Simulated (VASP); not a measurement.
A run of VASP 6.6.1:

The input POSCAR:

```
WS2
1.0
    3.0856625262      0.0000000000      0.0000000000
   -1.5428312631      2.6722621352      0.0000000000
    0.0000000000      0.0000000000     17.2558533201
W S
1 2
Direct
    0.3333333333      0.6666666667      0.0000000000
    0.6666666667      0.3333333333      0.9078800771
    0.6666666667      0.3333333333      0.0921199229
```

File INCAR.step1:

```
  PREC = Accurate
  ENCUT = 520
  ISMEAR = 0
  SIGMA = 0.02
  LREAL = F
  LASPH = T
  NELM = 100
  NBANDS = 20
  GGA = PE
  ALGO = Normal
  EDIFF = 1E-4
  LWAVE = T
  LCHARG = F
```

Contents of INCAR.step2:

```
  PREC = Accurate
  ENCUT = 520
  EDIFF = 1E-7
  ISMEAR = 0
  SIGMA = 0.02
  LREAL = F
  LASPH = T
  NELM = 100
  ALGO = Normal
  ISIF = 2
  LWAVE = F
  LCHARG = F
  METAGGA = R2SCAN
  LMIXTAU = T
  NBANDS = 20
  ISTART = 1
```

Contents of KPOINTS:

```
Automatic mesh
0
Gamma
  12 12 2
```

Potentials or basis: VASP PAW PBE potentials, release 64 (W_sv, S).

The run is started by

```console
$ cat potpaw_PBE.64/W_sv/POTCAR potpaw_PBE.64/S/POTCAR > POTCAR
$ cp INCAR.step1 INCAR
$ mpirun -np 1 vasp_std > vasp.out
$ cp INCAR.step2 INCAR
$ mpirun -np 1 vasp_std > vasp.out
```

Hardware: 1 thread of Intel(R) Xeon(R) 6975P-C (Granite Rapids), with other jobs on the host.

Problem. Estimate the wall time of this run.

Solution. Run time: 4.4 min on 1 thread of Intel(R) Xeon(R) 6975P-C (Granite Rapids) (shared host), peak memory 0.34 GiB. Counts: k points 38.
